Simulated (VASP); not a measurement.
## PbS (rocksalt type): single point with PBE

PbS (rocksalt type):

```
CELL_PARAMETERS angstrom
0.00000 3.00422 3.00422
3.00422 0.00000 3.00422
3.00422 3.00422 0.00000
ATOMIC_POSITIONS crystal
Pb 0.00000 0.00000 0.00000
S 0.50000 0.50000 0.50000
```

```yaml
Program: VASP 6.6.1
Task: single point
Functional: PBE
Potentials_or_basis: VASP PAW PBE potentials, release 64 (Pb_d, S)
Cutoff: 520 eV
k_mesh: 14 × 14 × 14
Occupations: fermi-dirac, width 0.1 eV
Spin: no spin polarisation
Dipole_correction: no
k_mesh_for_the_DOS: 21 × 21 × 21
Occupations_for_the_DOS: tetrahedron
Further_INCAR_settings: ALGO = Normal; EDIFF = 1e-06
```

```
Valence electrons inside the program's atomic spheres : Pb 11.82; S 3.68
```

Levels at points of the mesh, in eV from the valence-band top:
```csv
k point,band 8,band 9,band 10,band 11,band 12,band 13
"(0.00, 0.00, 0.00)",-1.91,-1.91,-1.91,5.17,5.17,5.17
```

Run time: 3.2 min on 1 thread of Intel Xeon 8259CL, on a shared host, peak memory 0.34 GiB.

Caveat: spin-orbit coupling is left out, which moves the levels of the heavy elements.
